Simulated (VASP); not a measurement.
Runs of VASP 6.6.1 on Mg. The structure is that of space group Pm-3m (No. 221), or close to it. The cells are those of the table. 

```csv
cell,gap on the mesh (eV),pressure (GPa)
"a = 2.877 Å, 1 atom",none,2.3
"a = 2.997 Å, 1 atom",none,-1.1
"a = 2.918 Å, 1 atom",none,(a)
"a = 3.035 Å, 1 atom",none,-1.8
"a = 3.072 Å, 1 atom",none,(b)
```

Alike in all rows: task single point; level LDA; potentials or basis VASP PAW LDA potentials, release 64 (Mg); no spin polarisation; k mesh 12 × 12 × 12; cutoff (eV) 520; smearing fermi-dirac 0.1 eV.

Q: Estimate the missing entries.

A: (a) 1.0; (b) -2.4.

A gap of «none» marks levels without a gap at the run's occupations.
